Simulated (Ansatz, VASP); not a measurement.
## Two plane-wave programs on Cu

```
CELL_PARAMETERS angstrom
-1.43536 1.43536 1.43235
1.43536 -1.43536 1.43235
1.43536 1.43536 -1.43235
ATOMIC_POSITIONS crystal
Cu 0.00000 0.00000 0.00000
```

Alike in both runs: task single point; functional LDA; k mesh 24 × 24 × 24; occupations gaussian, width 0.15 eV; no spin polarisation.

```csv
,VASP,Ansatz
version,VASP 6.6.1,Ansatz 0.2.0
potentials or method,"VASP PAW LDA potentials, release 64 (Cu), cutoff 520 eV","scalar-relativistic, plane waves, PAW"
valence electrons in the cell,11,19
```

|  | VASP | Ansatz | Ansatz less VASP |
| --- | --- | --- | --- |
| gap on the k mesh at the Fermi level (eV) | none | none | - |
| pressure (GPa) | -11.0 | -11.9 | -0.92 |

Ansatz warns that its potentials were made for another functional, while VASP's fit it. LDA's correlation is that of Perdew and Zunger in VASP and of Perdew and Wang (1992) in Ansatz. A gap of «none» marks a metal or a gap that the smearing closes. VASP's potentials hold 11 valence electrons a cell and Ansatz's 19, so a difference there can come from the potentials and not from the codes.
